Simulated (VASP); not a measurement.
# Sn (I4/mmm) in VASP: further runs, part 3 of 3

VASP 6.6.1. The steps go on from the part before.

**5. Single point, PBEsol**

This run uses another cell than the first one, of 26.25 Å³/atom.

The input, INCAR:

```
SYSTEM = Sn
  PREC = Accurate
  ENCUT = 520
  EDIFF = 1E-7
  ISMEAR = -1
  SIGMA = 0.05
  LREAL = .FALSE.
  LASPH = .TRUE.
  NELM = 60
  ALGO = Fast
  ISIF = 2
  LWAVE = .FALSE.
  LCHARG = .FALSE.
  GGA = PS
  NBANDS = 13
```

The input, KPOINTS:

```
regular mesh
0
G
  10 10 10
  0 0 0
```

The input, POSCAR:

```
Sn
1.0
   -1.9906182780      1.9906182780      1.6562772121
    1.9906182780     -1.9906182780      1.6562772121
    1.9906182780      1.9906182780     -1.6562772121
Sn
1
Direct
    0.0000000000      0.0000000000      0.0000000000
```

Potentials or basis: VASP PAW PBE potentials, release 64 (Sn_d).

Run with:

```sh
> cat potpaw_PBE.64/Sn_d/POTCAR > POTCAR
> mpirun -np 1 vasp_std > vasp.out
```

OUTCAR:

```text
SYSTEM = Sn
   PREC = Accurate
   ENCUT = 520
   EDIFF = 1E-7
   ISMEAR = -1
   LREAL = .FALSE.
   LASPH = .TRUE.
   NELM = 60
   ISIF = 2
   GGA = PS

 ion  position               nearest neighbor table
   1  0.000  0.000  0.000-

  LATTYP: Found a body centered tetragonal cell.
 ALAT       =     3.9812365560
 C/A-ratio  =     0.8320415975

  Lattice vectors:

 A1 = (  -1.9906182780,   1.9906182780,   1.6562772121)
 A2 = (   1.9906182780,  -1.9906182780,   1.6562772121)
[... 564 lines left out ...]

 [... further k-points ...]

------------------------ aborting loop because EDIFF is reached ----------------------------------------

  FORCE on cell =-STRESS in cart. coord.  units (eV):
  Direction    XX          YY          ZZ          XY          YZ          ZX
  --------------------------------------------------------------------------------------
  -------------------------------------------------------------------------------------
  Total       -0.0074409     -0.0074409     -0.0029521      0.0000000     -0.0000000      0.0000000
  in kB       -0.4541144     -0.4541144     -0.1801650      0.0000000     -0.0000000      0.0000000
  external PRESSURE =      -0.3627979 kB  Pullay stress =       0.0000000 kB

 VOLUME and BASIS-vectors are now :
 -----------------------------------------------------------------------------
  energy-cutoff  :      520.00
  volume of cell :       26.25
      direct lattice vectors                 reciprocal lattice vectors
    -1.990618278  1.990618278  1.656277212     0.000000000  0.251178242  0.301881833
     1.990618278 -1.990618278  1.656277212     0.251178242  0.000000000  0.301881833
     1.990618278  1.990618278 -1.656277212     0.251178242  0.251178242  0.000000000

 POSITION                                       TOTAL-FORCE (eV/Angst)
 -----------------------------------------------------------------------------------
      0.00000      0.00000      0.00000         0.000000     -0.000000     -0.000000
 -----------------------------------------------------------------------------------
    total drift:                               -0.000000      0.000000      0.000000

  FREE ENERGIE OF THE ION-ELECTRON SYSTEM (eV)
  ---------------------------------------------------
  free  energy   TOTEN  =        -4.2358593661 eV

  energy  without entropy=       -4.2312891106  energy(sigma->0) =       -4.23357424
```

OSZICAR:

```text
N       E                     dE             d eps       ncg     rms          rms(c)
DAV:   1     0.808044872853E+02    0.80804E+02   -0.72379E+03  2740   0.162E+03
DAV:   2     0.151970484357E+01   -0.79285E+02   -0.76683E+02  2867   0.345E+02
DAV:   3    -0.413817840485E+01   -0.56579E+01   -0.56303E+01  3175   0.734E+01
DAV:   4    -0.425428125345E+01   -0.11610E+00   -0.11608E+00  3165   0.113E+01
DAV:   5    -0.425834906932E+01   -0.40678E-02   -0.40678E-02  3427   0.205E+00    0.146E+00
RMM:   6    -0.424124761401E+01    0.17101E-01   -0.15553E-02  3343   0.167E+00    0.819E-01
RMM:   7    -0.423607246596E+01    0.51751E-02   -0.10652E-02  3311   0.124E+00    0.124E-01
RMM:   8    -0.423582531017E+01    0.24716E-03   -0.96069E-04  3740   0.430E-01    0.308E-02
RMM:   9    -0.423585612128E+01   -0.30811E-04   -0.32603E-04  4124   0.165E-01    0.252E-02
RMM:  10    -0.423585827494E+01   -0.21537E-05   -0.45200E-05  3574   0.973E-02    0.931E-03
RMM:  11    -0.423585901854E+01   -0.74360E-06   -0.22250E-05  4141   0.488E-02    0.514E-03
RMM:  12    -0.423585936909E+01   -0.35056E-06   -0.46576E-06  4227   0.203E-02    0.227E-03
RMM:  13    -0.423585936609E+01    0.29997E-08   -0.53463E-07  2807   0.672E-03
   1 F= -.42358594E+01 E0= -.42335742E+01  d E =-.457026E-02
```

stdout:

```text
POSCAR found type information on POSCAR Sn
 POSCAR found :  1 types and       1 ions
 scaLAPACK will be used
 -----------------------------------------------------------------------------
|                                                                             |
|                                                                             |
|     You enforced a specific xc type in the INCAR file but a different       |
|     I HOPE YOU KNOW WHAT YOU ARE DOING!                                     |
|                                                                             |
 -----------------------------------------------------------------------------

 LDA part: xc-table for (Slater+PW92), standard interpolation
 POSCAR, INCAR and KPOINTS ok, starting setup
 FFT: planning ... GRIDC
 FFT: planning ... GRID_SOFT
 FFT: planning ... GRID
 WAVECAR not read
 entering main loop
```

Wall time 37 s (1 thread of Intel Xeon 8259CL, shared host); peak memory 0.16 GiB.

Results:

* Free energy: -4.2359 eV
* Pressure: 0.0 GPa
* Band gap on the k mesh: zero (bands 7 and 8 overlap by 9.37 eV)

Levels at points of the mesh, in eV from the Fermi level:
```
           k point  band 4  band 5  band 6  band 7  band 8  band 9  band 10  band 11
(0.00, 0.00, 0.00)  -21.36  -21.24  -11.33    7.20    7.20    9.63    10.72    11.91
(0.50, 0.00, 0.00)  -21.22  -21.18   -5.84   -4.36    3.22    4.54     7.46     7.59
(0.50, 0.50, 0.00)  -21.29  -21.19   -7.28   -4.87    5.80    7.87    10.48    10.91
(0.50, 0.50, 0.50)  -21.21  -21.17   -3.10   -1.55   -1.55    2.31     3.09     5.95
```

Caveat: the PAW data sets were made with another functional, which shifts forces and pressure a little; spin-orbit coupling is left out, which moves the levels of the heavy elements.

**6. Summary**

```csv
level,cell,k mesh,gap on the mesh (eV),pressure (GPa)
PBEsol,"a = 3.332 Å, angles 105.0, 105.0, 118.9°, 1 atom",9 × 9 × 9,none,-2.8
PBEsol+D3(BJ),"a = 3.219 Å, angles 105.1, 105.1, 118.7°, 1 atom",10 × 10 × 10,none,-0.3
PBEsol+D4,"a = 3.235 Å, angles 105.0, 105.0, 118.8°, 1 atom",10 × 10 × 10,none,-0.1
PBEsol,"a = 3.266 Å, angles 104.9, 104.9, 119.1°, 1 atom",10 × 10 × 10,none,0.0
```

Alike in all rows: task single point; potentials or basis VASP PAW PBE potentials, release 64 (Sn_d); no spin polarisation; cutoff (eV) 520; smearing fermi-dirac 0.05 eV.

Caveats: the PAW data sets were made with another functional, which shifts forces and pressure a little; spin-orbit coupling is left out, which moves the levels of the heavy elements; three body term missing (at least some runs).

Absolute energies hang on the potentials; compare differences alone.
